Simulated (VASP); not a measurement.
Wanted: the native input for a VASP 6.6.1 run.

| Property | Result |
| --- | --- |
| Task | single point |
| Functional | PBEsol |
| Potentials or basis | VASP PAW PBE potentials, release 64 (Mo_sv, S) |
| Cutoff | 520 eV |
| k mesh | 12 × 12 × 4 |
| Occupations | methfessel-paxton, width 0.132 eV |
| Spin | no spin polarisation |
| Dipole correction | no |
| Further INCAR settings | ALGO = Normal; EDIFF = 1e-06; NBANDS = 35 |

The structure of MoS2 lies in POSCAR:

```
MoS2
1.0
    3.0106066148      0.0000000000      0.0000000000
   -1.5053033074      2.6072618092      0.0000000000
    0.0000000000      0.0000000000     12.0459554085
Mo S
2 4
Direct
    0.3333333333      0.6666666667      0.2500000000
    0.6666666667      0.3333333333      0.7500000000
    0.3333333333      0.6666666667      0.6259932117
    0.6666666667      0.3333333333      0.1259932117
    0.3333333333      0.6666666667      0.8740067883
    0.6666666667      0.3333333333      0.3740067883
```

This cell differs from its parent crystal: volume 15.759 Å^3 an atom, c/a of the conventional cell 4.0012.

The input as run:

INCAR

```
SYSTEM = MoS2
PREC = Accurate
ENCUT = 520
EDIFF = 1E-6
ISMEAR = 1
SIGMA = 0.132
LREAL = .FALSE.
LASPH = .TRUE.
NELM = 100
ALGO = Normal
ISIF = 2
LWAVE = .FALSE.
LCHARG = .TRUE.
GGA = PS
LELF = .TRUE.
LVHAR = .TRUE.
NBANDS = 35
```

KPOINTS

```
regular mesh
0
G
  12 12 4
  0 0 0
```

Potentials or basis: VASP PAW PBE potentials, release 64 (Mo_sv, S).

Run with:

```sh
$ cat potpaw_PBE.64/Mo_sv/POTCAR potpaw_PBE.64/S/POTCAR > POTCAR
$ mpirun -np 1 vasp_std > vasp.out
```

It gave:

* Pressure: 25.8 GPa
* Largest force: 2.581 eV/Å
* Band gap on the k mesh: 0.89 eV, indirect (least direct gap 2.06 eV)

Caveat: the PAW data sets were made with another functional, which shifts forces and pressure a little; this functional lacks dispersion, which binds the layers, so the pressure and a relaxed spacing across them are unreliable.

It took 72 s on 1 thread of Intel(R) Xeon(R) 6975P-C (Granite Rapids) (shared host), peak memory 0.3 GiB.
